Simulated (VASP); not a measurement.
Set up this calculation in VASP 6.6.1, as the native input.

| Quantity | Value |
| --- | --- |
| Task | single point |
| Functional | PBEsol |
| Potentials or basis | VASP PAW PBE potentials, release 64 (Rb_sv) |
| Cutoff | 520 eV |
| k mesh | 10 × 10 × 10 |
| Occupations | gaussian, width 0.1 eV |
| Spin | no spin polarisation |
| Dipole correction | no |
| Further INCAR settings | ALGO = Fast; EDIFF = 1e-07; NBANDS = 10 |

The structure of Rb lies in POSCAR:

```
Rb
1.0
   -2.7828505000      2.7828505000      2.7828505000
    2.7828505000     -2.7828505000      2.7828505000
    2.7828505000      2.7828505000     -2.7828505000
Rb
1
Direct
    0.0000000000      0.0000000000      0.0000000000
```

This cell differs from its parent crystal: strained.

The input as run:

INCAR

```
SYSTEM = Rb
PREC = Accurate
ENCUT = 520
EDIFF = 1E-7
ISMEAR = 0
SIGMA = 0.1
LREAL = .FALSE.
LASPH = .TRUE.
NELM = 100
ALGO = Fast
ISIF = 2
LWAVE = .FALSE.
LCHARG = .FALSE.
GGA = PS
NBANDS = 10
```

KPOINTS

```
Automatic mesh
0
G
  10 10 10
  0 0 0
```

Potentials or basis: VASP PAW PBE potentials, release 64 (Rb_sv).

The run is started by

```sh
$ cat potpaw_PBE.64/Rb_sv/POTCAR > POTCAR
$ mpirun -np 1 vasp_std > vasp.out
```

It gave:

* Pressure: 0.0 GPa
* Band gap on the k mesh: zero (an odd number of electrons rules out a gap without spin polarisation)

Caveat: the cell differs from its parent crystal (strained); the PAW data sets were made with another functional, which shifts forces and pressure a little.

It took 30 s on 1 thread of Oxide Virtual Turin-like Processor, with other jobs on the host, peak memory 0.18 GiB.
